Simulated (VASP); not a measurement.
Here is a VASP 6.6.1 calculation.

The input INCAR:

```
SYSTEM = BP
ALGO = Normal
EDIFF = 1E-7
EDIFFG = -0.002
ENCUT = 500
GGA = CA
GGA_COMPAT = .False.
IBRION = 2
ISIF = 3
ISMEAR = 0
LASPH = .True.
LCHARG = .False.
LREAL = .False.
LWAVE = .False.
NELM = 120
NELMIN = 4
NSW = 80
PREC = Accurate
SIGMA = 0.01
```

File KPOINTS:

```
k-points
0
Gamma
  4 4 4
  0 0 0
```

Contents of POSCAR:

```
BP
1.0
    0.0000000000      2.2700000000      2.2700000000
    2.2700000000      0.0000000000      2.2700000000
    2.2700000000      2.2700000000      0.0000000000
B P
1 1
Direct
    0.0000000000      0.0000000000      0.0000000000
    0.2500000000      0.2500000000      0.2500000000
```

Potentials or basis: VASP PAW LDA potentials, release 64 (B, P).

Launch:

```console
$ cat potpaw_LDA.64/B/POTCAR potpaw_LDA.64/P/POTCAR > POTCAR
$ mpirun -np 1 vasp_std > vasp.out
```

(1) Estimate the space group after relaxing (to 0.05 Å).

(2) What does it give for the relaxed cell?

Answers

(1) F-43m (No. 216).

(2) a = 3.181 Å, b = 3.181 Å, c = 3.181 Å, α = 60.00°, β = 60.00°, γ = 60.00°.

Caveat: the k points lie up to 0.60 Å⁻¹ apart in the final cell.
